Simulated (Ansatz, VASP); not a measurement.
# One calculation of Rb, two programs

```
CELL_PARAMETERS angstrom
-2.16036 2.84434 2.84434
2.84434 -2.16036 2.84434
2.84434 2.84434 -2.16036
ATOMIC_POSITIONS crystal
Rb 0.00000 0.00000 0.00000
```

Alike in both runs: task single point; functional PBE; k mesh 14 × 14 × 14; occupations gaussian, width 0.15 eV; no spin polarisation.

```csv
,VASP,Ansatz
version,VASP 6.6.1,Ansatz 0.2.0
potentials or method,"VASP PAW PBE potentials, release 64 (Rb_sv), cutoff 520 eV","scalar-relativistic, plane waves, PAW"
valence electrons in the cell,9,9
```

```tsv
	VASP	Ansatz	Ansatz less VASP
gap on the k mesh at the Fermi level (eV)	none	none	-
pressure (GPa)	0.2	0.2	0.00
traceless stress, the component that is largest in VASP (GPa)	-0.20	-0.20	0.000
```

A gap of «none» marks a metal or a gap that the smearing closes. The functional is the same, so the differences come from potentials, cutoffs and numerics.
